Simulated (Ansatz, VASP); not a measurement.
**ZnO in VASP and in Ansatz**

The input INCAR:

```
  PREC = Accurate
  ENCUT = 520
  EDIFF = 1E-6
  ISMEAR = -1
  SIGMA = 0.05
  LREAL = False
  LASPH = True
  NELM = 60
  ALGO = Normal
  ISIF = 2
  LWAVE = False
  LCHARG = True
  GGA = CA
  LELF = True
  LVHAR = True
  NBANDS = 26
```

Contents of KPOINTS:

```
regular mesh
0
Gamma
  9 9 4
```

POSCAR

```
ZnO
1.0
    3.2879671587      0.0000000000      0.0000000000
   -1.6439835793      2.8474630862      0.0000000000
    0.0000000000      0.0000000000      7.1304413500
Zn O
2 2
Direct
    0.0000000000      0.0000000000      0.2500000000
    0.0000000000      0.0000000000      0.7500000000
    0.6666666667      0.3333333333      0.7500000000
    0.3333333333      0.6666666667      0.2500000000
```

input.yaml

```yaml
crystal:
  lattice:
    - [3.2879671587, 0.0, 0.0]
    - [-1.6439835793, 2.8474630862, 0.0]
    - [0.0, 0.0, 7.13044135]
  atoms:
    - { symbol: Zn, position: [0.0, 0.0, 0.25] }
    - { symbol: Zn, position: [0.0, 0.0, 0.75] }
    - { symbol: O, position: [0.6666666667, 0.3333333333, 0.75] }
    - { symbol: O, position: [0.3333333333, 0.6666666667, 0.25] }
hamiltonian:
  xc: lda
  pseudopotentials: { kind: paw }
kpoints:
  mp_grid: { grid: [9, 9, 4] }
  band_path:
    path:
      - [[0.0, 0.0, 0.0], [0.5, 0.0, 0.0], [0.3333333333, 0.3333333333, 0.0], [0.0, 0.0, 0.0], [0.0, 0.0, 0.5], [0.5, 0.0, 0.5], [0.3333333333, 0.3333333333, 0.5], [0.0, 0.0, 0.5]]
      - [[0.5, 0.0, 0.5], [0.5, 0.0, 0.0]]
      - [[0.3333333333, 0.3333333333, 0.0], [0.3333333333, 0.3333333333, 0.5]]
    npoints: 14
scf:
  occupations: { method: fermi_dirac, width: 0.05 }
  n_extra_bands: 10
output:
  forces: true
  stress: true
  eigenvalues: true
  fatbands: true
  write_density: true
  write_potential: true
  elf: true
  volumetric_format: npy
```

Alike in both runs: functional LDA; k mesh 9 × 9 × 4; occupations fermi-dirac, width 0.05 eV; no spin polarisation.

```csv
,VASP,Ansatz
version,VASP 6.6.1,Ansatz 0.2.0
potentials or method,"VASP PAW LDA potentials, release 64 (Zn, O)",Ansatz PAW
plane-wave cutoff (eV),520,420
valence electrons in the cell,36,36
task,single point,band structure
```

```csv
,VASP,Ansatz,Ansatz less VASP
gap on the k mesh at the Fermi level (eV),0.76,0.75,-0.012
least direct gap on the mesh (eV),0.76,0.75,-0.012
pressure (GPa),-7.4,-8.2,-0.75
"traceless stress, the component that is largest in VASP (GPa)",5.61,6.43,+0.826
```

LDA's correlation is that of Perdew and Zunger in VASP and of Perdew and Wang (1992) in Ansatz.
